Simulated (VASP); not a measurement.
# MgI2 (P-1) in VASP: notebook

Aim: see how the results for MgI2 move with the level of theory and the settings. Levels: PBE, r2SCAN. Tasks: single point.

Program: VASP 6.6.1. These are calculated values, not measurements. Logs are shortened: lines on timing, memory, paths and dates and some standing lists are left out, and cuts for length are marked.

**1. The cell of the first run**

The typed cell holds 3 atoms: a = 7.284 Å, b = 7.313 Å, c = 7.299 Å, α = 33.70°, β = 32.50°, γ = 33.10°.

**2. Single point, PBE (shear xy strain -4.3%)**

INCAR

```
PREC     = Accurate       # precision mode
ENCUT    = 520            # plane-wave cutoff, eV
EDIFF    = 1E-6           # SCF threshold, eV
ISMEAR   = -1             # smearing method
SIGMA    = 0.02           # smearing width, eV
LREAL    = F              # projectors in reciprocal space
LASPH    = T              # aspherical terms in the spheres
NELM     = 100            # most SCF steps
ALGO     = Normal         # electronic algorithm
ISIF     = 2              # what is computed and relaxed
LWAVE    = F              # write WAVECAR
LCHARG   = T              # write CHGCAR
GGA      = PE             # functional
LELF     = T              # ELF
LVHAR    = T            
NBANDS   = 15             # bands
```

KPOINTS

```
regular mesh
0
Gamma
  8 8 8
```

POSCAR

```
MgI2
1.0
    2.0528152613      1.1553297703      6.8923460429
   -2.1045406609      1.2449207904      6.8923460429
    0.0517253996     -2.4002505608      6.8923460429
Mg I
1 2
Direct
    0.0000000000      0.0000000000      0.0000000000
    0.2503603598      0.2546003909      0.2531739514
    0.7496396402      0.7453996091      0.7468260486
```

Potentials or basis: VASP PAW PBE potentials, release 64 (Mg, I).

Run with:

```console
> cat potpaw_PBE.64/Mg/POTCAR potpaw_PBE.64/I/POTCAR > POTCAR
> mpirun -np 1 vasp_std > vasp.out
```

OUTCAR:

```text
PREC = Accurate
   ENCUT = 520
   EDIFF = 1E-6
   ISMEAR = -1
   LREAL = F
   LASPH = T
   NELM = 100
   ISIF = 2
   GGA = PE

 ion  position               nearest neighbor table
   1  0.000  0.000  0.000-   3 2.89   2 2.89   2 2.92   3 2.92   2 2.95   3 2.95
   2  0.250  0.255  0.253-   1 2.89   1 2.92   1 2.95
   3  0.750  0.745  0.747-   1 2.89   1 2.92   1 2.95

  LATTYP: Found a triclinic cell.
 ALAT       =     4.1583211534
 B/A-ratio  =     1.0184833670
 C/A-ratio  =     1.7516125843
 COS(alpha) =     0.0069709667
 COS(beta)  =     0.2783514354
 COS(gamma) =     0.5275573330

  Lattice vectors:

 A1 = (  -4.1573559222,   0.0895910201,   0.0000000000)
 A2 = (  -2.1562660605,   3.6451713512,   0.0000000000)
 A3 = (  -2.0528152613,  -1.1553297703,  -6.8923460429)

Analysis of symmetry for initial positions (statically):
=====================================================================
 Subroutine PRICEL returns:
 Original cell was already a primitive cell.

 Routine SETGRP: Setting up the symmetry group for a
 triclinic supercell.

 Subroutine GETGRP returns: Found  2 space group operations
 (whereof  2 operations were pure point group operations)
 out of a pool of  2 trial point group operations.

The static configuration has the point symmetry S_2 .

Analysis of symmetry for dynamics (positions and initial velocities):
=====================================================================
 Subroutine PRICEL returns:
 Original cell was already a primitive cell.

 Routine SETGRP: Setting up the symmetry group for a
 triclinic supercell.

 Subroutine GETGRP returns: Found  2 space group operations
 (whereof  2 operations were pure point group operations)
 out of a pool of  2 trial point group operations.

The dynamic configuration has the point symmetry S_2 .

 Subroutine INISYM returns: Found  2 space group operations
 (whereof  2 operations are pure point group operations),
 and found     1 'primitive' translations

----------------------------------------------------------------------------------------

                                     Primitive cell

  volume of cell :     103.1170

  direct lattice vectors                    reciprocal lattice vectors
     2.052815261  1.155329770  6.892346043     0.243643392  0.144124905  0.048362826
    -2.104540661  1.244920790  6.892346043    -0.237655124  0.133752922  0.048362826
     0.051725400 -2.400250561  6.892346043    -0.005988267 -0.277877828  0.048362826

  length of vectors
     7.283767662  7.313231375  7.298514386     0.287181221  0.276963473  0.282118609

  position of ions in fractional coordinates (direct lattice)
     0.000000000  0.000000000  0.000000000
     0.250360360  0.254600391  0.253173951
     0.749639640  0.745399609  0.746826049

  ion indices of the primitive-cell ions
   primitive index   ion index
                 1           1
                 2           2
                 3           3

----------------------------------------------------------------------------------------

 KPOINTS: regular mesh

Automatic generation of k-mesh.
 Grid dimensions read from file:
 generate k-points for:    8    8    8

 Generating k-lattice:

  Cartesian coordinates                     Fractional coordinates (reciprocal lattice)
     0.030455424  0.018015613  0.006045353     0.125000000  0.000000000  0.000000000
    -0.029706891  0.016719115  0.006045353     0.000000000  0.125000000 -0.000000000
    -0.000748533 -0.034734728  0.006045353     0.000000000  0.000000000  0.125000000

  Length of vectors
     0.035897653  0.034620434  0.035264826

  Shift w.r.t. Gamma in fractional coordinates (k-lattice)
     0.000000000  0.000000000  0.000000000

 Subroutine IBZKPT returns following result:
 ===========================================

 Found    260 irreducible k-points:

 Following reciprocal coordinates:
            Coordinates               Weight
  0.000000  0.000000  0.000000      1.000000
  0.125000  0.000000  0.000000      2.000000
  0.250000  0.000000  0.000000      2.000000
  0.375000 -0.000000  0.000000      2.000000
  0.500000  0.000000  0.000000      1.000000
 -0.000000  0.125000  0.000000      2.000000
[... 16 lines left out ...]
  0.125000  0.375000  0.000000      2.000000
  0.250000  0.375000 -0.000000      2.000000
 [... further k-points ...]
   k-points           NKPTS =    260   k-points in BZ     NKDIM =    260   number of bands    NBANDS=     15
   number of dos      NEDOS =    301   number of ions     NIONS =      3
   total plane-waves  NPLWV = 157464
   dimension x,y,z NGX =    54 NGY =   54 NGZ =   54
   dimension x,y,z NGXF=   108 NGYF=  108 NGZF=  108
   ions per type =               1   2
   NGX,Y,Z   is equivalent  to a cutoff of  12.33, 12.28, 12.30 a.u.
   NGXF,Y,Z  is equivalent  to a cutoff of  24.65, 24.55, 24.60 a.u.
 SYSTEM =  unknown system
   PREC   = accura    normal or accurate (medium, high low for compatibility)
   ISTART =      0    job   : 0-new  1-cont  2-samecut
   ICHARG =      2    charge: 1-file 2-atom 10-const
   ISPIN  =      1    spin polarized calculation?
   LNONCOLLINEAR =      F non collinear calculations
   LSORBIT =      F    spin-orbit coupling
   LASPH  =      T    aspherical Exc in radial PAW
   ENCUT  =  520.0 eV  38.22 Ry    6.18 a.u.  13.54 13.60 13.57*2*pi/ulx,y,z
   NELM   =    100;   NELMIN=  2; NELMDL= -5     # of ELM steps
   EDIFF  = 0.1E-05   stopping-criterion for ELM
   LREAL  =      F    real-space projection
   EDIFFG = 0.1E-04   stopping-criterion for IOM
   NSW    =      0    number of steps for IOM
   IBRION =     -1    ionic relax: 0-MD 1-quasi-New 2-CG
   NFREE  =      0    steps in history (QN), initial steepest desc. (CG)
   ISIF   =      2    stress and relaxation
   ISYM   =      2    0-nonsym 1-usesym 2-fastsym
   POTIM  = 0.5000    time-step for ionic-motion
   TEBEG  =    0.0;   TEEND  =   0.0 temperature during run
   PSTRESS=    0.0 pullay stress
   NELECT =      16.0000    total number of electrons
   NUPDOWN=      -1.0000    fix difference up-down
   EMIN   =  10.00;   EMAX   =-10.00  energy-range for DOS
   EFERMI =   0.00;   METHOD = LEGACY
   ISMEAR =    -1;   SIGMA  =   0.02  broadening in eV -4-tet -1-fermi 0-gaus
   EFERMI_NEDOS =   21; number of points for ismear=-14 and -15
   IALGO  =     38    algorithm
   IMIX   =      4    mixing-type and parameters
     AMIX     =   0.40;   BMIX     =  1.00
     AMIX_MAG =   1.60;   BMIX_MAG =  1.00
  volume/ion in A,a.u.               =      34.37       231.96
  Fermi-wavevector in a.u.,A,eV,Ry     =   0.879707  1.662405 10.529336  0.773884
  Thomas-Fermi vector in A             =   1.999967
   LORBIT       =      0    0 simple, 1 ext, 2 COOP (PROOUT), +10 PAW based schemes
   GGA     = PE    functional components
   LHFCALC =     F    Hartree Fock is set to
   AEXX    =    0.0000 exact exchange contribution
   IVDW    =     0    specifies the selected vdW correction
   LEPSILON=     F    determine dielectric tensor
   LRPA    =     F    only Hartree local field effects (RPA)
 non-spin polarized calculation
  energy-cutoff  :      520.00
  volume of cell :      103.12
 maximum number of plane-waves:      2797
   NGX = 27   NGY = 27   NGZ = 27

 number of electron      16.0000000 magnetization

 Free energy of the ion-electron system (eV)
  ---------------------------------------------------
  ext. energy  EPLUGINS =         0.00000000
  ---------------------------------------------------
  free energy    TOTEN  =        -7.68846503 eV

  energy without entropy =       -7.68846503  energy(sigma->0) =       -7.68846503

 E-fermi :   2.7551     XC(G=0):  -8.1868

 val. band max:        2.3372528679   @ k =   0.0000   0.0000   0.0000
 cond. band min:       5.4155889883   @ k =  -0.0000   0.5000   0.5000
 fundamental gap:      3.0783361204
 Fermi energy:         2.7550790014

 k-point     1 :       0.0000    0.0000    0.0000
  band No.  band energies     occupation
      1      -9.8026      2.00000
      2      -9.0994      2.00000
      3      -1.2567      2.00000
      4       1.7208      2.00000
      5       1.8994      2.00000
      6       2.0810      2.00000
      7       2.2264      2.00000
      8       2.3373      2.00000
      9       5.9393      0.00000
     10       6.9727      0.00000
     11       8.5998      0.00000
     12       9.0078      0.00000
     13       9.8511      0.00000
     14       9.9089      0.00000
     15      10.3809      0.00000

 k-point     2 :       0.1250    0.0000    0.0000
  band No.  band energies     occupation
      1      -9.7154      2.00000
      2      -9.0554      2.00000
      3      -1.1306      2.00000
      4       1.3045      2.00000
      5       1.5699      2.00000
      6       1.6446      2.00000
      7       2.0115      2.00000
      8       2.2000      2.00000
      9       6.5440      0.00000
     10       7.4627      0.00000
     11       8.4714      0.00000
     12       8.9489      0.00000
     13       9.6793      0.00000
     14      10.2387      0.00000
     15      10.5226      0.00000

 k-point     3 :       0.2500    0.0000    0.0000
  band No.  band energies     occupation
      1      -9.4815      2.00000
      2      -8.9540      2.00000
      3      -0.8309      2.00000
      4       0.2339      2.00000
      5       0.6580      2.00000
      6       1.2566      2.00000
      7       1.7563      2.00000
      8       1.9475      2.00000
      9       6.6421      0.00000
     10       7.7849      0.00000
     11       9.0097      0.00000
     12       9.3610      0.00000
     13       9.5604      0.00000
     14      10.4486      0.00000
     15      11.0939      0.00000
[... 343 lines left out ...]
 k-point    23 :       0.1250    0.3750    0.0000
  band No.  band energies     occupation
      1      -9.3313      2.00000
      2      -8.9518      2.00000
      3      -0.8316      2.00000
      4      -0.0822      2.00000
      5       0.2309      2.00000
      6       1.1137      2.00000
      7       1.3554      2.00000
      8       1.8879      2.00000
      9       6.9591      0.00000
     10       8.5549      0.00000
     11       8.9112      0.00000
     12       9.3126      0.00000
     13       9.5017      0.00000
     14      10.2838      0.00000
     15      11.0349      0.00000

 k-point    24 :       0.2500    0.3750   -0.0000
  band No.  band energies     occupation
      1      -9.3171      2.00000
      2      -8.9386      2.00000
      3      -0.8481      2.00000
      4      -0.3283      2.00000
      5       0.5184      2.00000
      6       0.9500      2.00000
      7       1.5022      2.00000
      8       1.9764      2.00000
      9       6.6654      0.00000
     10       7.8968      0.00000
     11       8.7495      0.00000
     12       9.1636      0.00000
     13       9.7119      0.00000
     14      10.6132      0.00000
     15      11.1575      0.00000

 [... further k-points ...]

------------------------ aborting loop because EDIFF is reached ----------------------------------------

  FORCE on cell =-STRESS in cart. coord.  units (eV):
  Direction    XX          YY          ZZ          XY          YZ          ZX
  --------------------------------------------------------------------------------------
  -------------------------------------------------------------------------------------
  Total        0.6542303      0.6974462      0.8054506      0.4618180     -0.0001447     -0.0303410
  in kB       10.1650815     10.8365464     12.5146619      7.1754818     -0.0022486     -0.4714219
  external PRESSURE =      11.1720966 kB  Pullay stress =       0.0000000 kB

 VOLUME and BASIS-vectors are now :
 -----------------------------------------------------------------------------
  energy-cutoff  :      520.00
  volume of cell :      103.12
      direct lattice vectors                 reciprocal lattice vectors
     2.052815261  1.155329770  6.892346043     0.243643392  0.144124905  0.048362826
    -2.104540661  1.244920790  6.892346043    -0.237655124  0.133752922  0.048362826
     0.051725400 -2.400250561  6.892346043    -0.005988267 -0.277877828  0.048362826

 POSITION                                       TOTAL-FORCE (eV/Angst)
 -----------------------------------------------------------------------------------
      0.00000      0.00000      0.00000        -0.000000      0.000000     -0.000000
     -0.00878     -0.00147      5.22533        -0.002004      0.000265     -0.006175
      0.00878      0.00147     15.45171         0.002004     -0.000265      0.006175
 -----------------------------------------------------------------------------------
    total drift:                                0.000000     -0.000000     -0.000000

  FREE ENERGIE OF THE ION-ELECTRON SYSTEM (eV)
  ---------------------------------------------------
  free  energy   TOTEN  =        -7.6884650345 eV

  energy  without entropy=       -7.6884650345  energy(sigma->0) =       -7.68846503
```

Run time: 9.5 min. Hardware: 1 thread of Intel Xeon Platinum 8488C (Sapphire Rapids), shared host; peak memory 0.66 GiB.

What came out:

```
Free energy            : -7.6885 eV
Pressure               : 1.1 GPa
Largest force          : 0.006 eV/Å
Band gap on the k mesh : 3.08 eV (least direct gap 3.60 eV)
```

Forces on the atoms (eV/Å):
```
Mg   0.000  0.000  0.000
I   -0.002  0.000 -0.006
I    0.002  0.000  0.006
```

Stress tensor (GPa, compression positive):
```
 1.02  0.72 -0.05
 0.72  1.08  0.00
-0.05  0.00  1.25
```

Caveat: the cell differs from its parent crystal (shear xy strain -4.3%); spin-orbit coupling is left out, which moves the levels of the heavy elements.

**3. Single point, r2SCAN (shear xy strain -4.3%)**

POSCAR is that of step 2.

INCAR.step1

```
SYSTEM = MgI2
ALGO = Normal
EDIFF = 1E-4
ENCUT = 520
GGA = PE
ISMEAR = 0
LASPH = .TRUE.
LCHARG = .FALSE.
LREAL = .FALSE.
LWAVE = .TRUE.
NBANDS = 15
NELM = 100
PREC = Accurate
SIGMA = 0.01
```

INCAR.step2

```
SYSTEM = MgI2
ALGO = Normal
EDIFF = 1E-6
ENCUT = 520
ISIF = 2
ISMEAR = 0
ISTART = 1
LASPH = .TRUE.
LCHARG = .TRUE.
LELF = .TRUE.
LMIXTAU = .TRUE.
LREAL = .FALSE.
LVHAR = .TRUE.
LWAVE = .FALSE.
METAGGA = R2SCAN
NBANDS = 15
NELM = 100
PREC = Accurate
SIGMA = 0.01
```

KPOINTS

```
k-points
0
G
  8 8 8
  0 0 0
```

Potentials or basis: VASP PAW PBE potentials, release 64 (Mg, I).

Run with:

```console
> cat potpaw_PBE.64/Mg/POTCAR potpaw_PBE.64/I/POTCAR > POTCAR
> cp INCAR.step1 INCAR
> mpirun -np 1 vasp_std > vasp.out
> cp INCAR.step2 INCAR
> mpirun -np 1 vasp_std > vasp.out
```

It took 37 min on 1 thread of Intel Xeon Platinum 8488C (Sapphire Rapids), shared host; peak memory 0.7 GiB.

The run converged. Its results:

```yaml
Free_energy: -56.9145 eV
Pressure: 0.6 GPa
Largest_force: 0.037 eV/Å
Band_gap_on_the_k_mesh: 3.64 eV (least direct gap 4.19 eV)
```

Forces on the atoms (eV/Å):
```
Mg   0.000  0.000  0.000
I    0.003  0.000  0.037
I   -0.003  0.000 -0.037
```

Stress tensor (GPa, compression positive):
```
 0.51  0.78 -0.09
 0.78  0.58  0.00
-0.09  0.00  0.58
```

Levels at points of the mesh, in eV from the valence-band top:
```tsv
k point	band 5	band 6	band 7	band 8	band 9	band 10	band 11	band 12
(0.00, 0.00, 0.00)	-0.46	-0.27	-0.12	0.00	4.41	5.29	6.85	7.27
(0.50, 0.00, 0.00)	-1.66	-1.49	-1.32	-0.94	4.18	5.74	6.94	7.53
(0.00, 0.50, 0.00)	-1.77	-1.34	-1.14	-0.64	4.49	6.08	6.80	7.63
(0.50, 0.50, 0.00)	-1.54	-1.37	-0.56	-0.50	3.73	5.56	5.59	7.45
(0.00, 0.00, 0.50)	-1.72	-1.33	-1.31	-0.79	4.33	5.91	6.87	7.58
(0.50, 0.00, 0.50)	-1.50	-1.31	-0.47	-0.40	3.81	5.57	5.72	7.49
(0.00, 0.50, 0.50)	-1.67	-1.34	-0.69	-0.56	3.64	5.43	5.57	7.23
(0.50, 0.50, 0.50)	-0.55	-0.36	-0.36	-0.17	5.30	5.49	7.03	7.44
```

Caveat: the cell differs from its parent crystal (shear xy strain -4.3%); the PAW data sets were made with another functional, which shifts forces and pressure a little; spin-orbit coupling is left out, which moves the levels of the heavy elements. A k mesh can miss the band edges.
